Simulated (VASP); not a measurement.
Ga: single point with r2SCAN

The system is Ga.

```
CELL_PARAMETERS angstrom
-2.96346 2.96346 2.96346
2.96346 -2.96346 2.96346
2.96346 2.96346 -2.96346
ATOMIC_POSITIONS crystal
Ga 0.25000 0.62500 0.37500
Ga 0.37500 0.25000 0.62500
Ga 0.75000 0.87500 0.12500
Ga 0.12500 0.75000 0.87500
Ga 0.62500 0.37500 0.25000
Ga 0.87500 0.12500 0.75000
```

This cell differs from its parent crystal: volume scaled by 0.97.

- Program: VASP 6.6.1
- Task: single point
- Functional: r2SCAN
- Potentials or basis: VASP PAW PBE potentials, release 64 (Ga_d)
- Cutoff: 520 eV
- k mesh: 8 × 8 × 8
- Occupations: gaussian, width 0.1 eV
- Spin: no spin polarisation

The pressure is 2.0 GPa. The band gap on the k mesh is zero (band 39 reaches 8.20 eV, above the bottom of band 40 at 3.99 eV).

Levels at points of the mesh, in eV from the Fermi level:
```
           k point  band 36  band 37  band 38  band 39  band 40  band 41  band 42  band 43
(0.00, 0.00, 0.00)    -3.08    -2.62    -2.62    -2.62    -2.20    -2.20    -2.20    -2.08
(0.50, 0.00, 0.00)    -5.04    -1.09    -1.09    -0.26    -0.26     3.12     3.12     3.61
(0.50, 0.50, 0.50)    -7.62     1.44     1.44     1.78     1.78     1.78     1.78     1.78
```

It took 5.9 min on 1 thread of Intel(R) Xeon(R) Platinum 8488C (Sapphire Rapids), on a shared host, peak memory 0.3 GiB.

Caveat: the PAW data sets were made with another functional, which shifts forces and pressure a little.
